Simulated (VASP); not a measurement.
Al2GaP3:

```xyz
6
Lattice="3.8948 0.0000 0.0000 -1.9474 3.3730 0.0000 0.0000 0.0000 9.5377" Properties=species:S:1:pos:R:3 pbc="T T T"
Al    0.0000    0.0000   -0.0015
Al    1.9474    1.1243    6.3568
Ga    0.0000    2.2487    3.1804
P     1.9474    1.1243    8.7441
P     0.0000    2.2487    5.5692
P     0.0000    0.0000    2.3797
```

```yaml
Program: VASP 6.6.1
Task: relaxation of cell and atoms
Functional: r2SCAN
Potentials_or_basis: VASP PAW PBE potentials, release 64 (Al, Ga_d, P)
Cutoff: 600 eV
k_mesh: 12 × 12 × 4
Occupations: fermi-dirac, width 0.02 eV
Spin: no spin polarisation
```

At the start: pressure -2.0 GPa; volume 20.88 Å³/atom.

Problem. Where does the relaxation end?

Solution. Over 8 steps the energy falls by 3.0 meV/atom and the volume is 20.41 Å³/atom (-2.3 %); space group P3m1 (No. 156, to 0.1 Å) before and after.

Step by step:
```csv
step,energy change (eV),largest force (eV/Å),pressure (GPa),volume (Å³)
1,0.0000,0.0418,-1.95,125.30
2,-0.0112,0.0319,1.32,120.74
3,-0.0180,0.0356,0.03,122.43
4,-0.0180,0.0357,-0.01,122.49
5,-0.0181,0.0163,-0.01,122.49
6,-0.0182,0.0189,-0.01,122.49
7,-0.0182,0.0199,-0.01,122.49
8,-0.0182,0.0026,0.02,122.45
```

Final structure:
```
CELL_PARAMETERS angstrom
3.86490 0.00000 0.00000
-1.93245 3.34710 0.00000
0.00000 0.00000 9.46604
ATOMIC_POSITIONS crystal
Al 0.00000 0.00000 0.00010
Al 0.66667 0.33333 0.66619
Ga 0.33333 0.66667 0.33353
P 0.66667 0.33333 0.91675
P 0.33333 0.66667 0.58343
P 0.00000 0.00000 0.24999
```

Caveat: the PAW data sets were made with another functional, which shifts forces and pressure a little.
